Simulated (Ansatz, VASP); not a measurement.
**One calculation of Na, two programs**

```
Na
1.0
    -2.16917    2.16917    2.16917
     2.16917   -2.16917    2.16917
     2.16917    2.16917   -2.16917
Na
1
Direct
  0.00000 0.00000 0.00000
```

Alike in both runs: task single point; functional LDA; k mesh 9 × 9 × 9; occupations fermi-dirac, width 0.05 eV; no spin polarisation.

|  | VASP | Ansatz |
| --- | --- | --- |
| version | VASP 6.6.1 | Ansatz 0.2.0 |
| potentials or method | VASP PAW LDA potentials, release 64 (Na_pv) | Ansatz PAW |
| plane-wave cutoff (eV) | 520 | 420 |
| valence electrons in the cell | 7 | 9 |

```csv
,VASP,Ansatz,Ansatz less VASP
gap on the k mesh at the Fermi level (eV),none,none,-
pressure (GPa),-1.3,-1.3,0.00
```

LDA's correlation is that of Perdew and Zunger in VASP and of Perdew and Wang (1992) in Ansatz. A gap of «none» marks a metal or a gap that the smearing closes. VASP's potentials hold 7 valence electrons a cell and Ansatz's 9, so a difference there can come from the potentials and not from the codes.
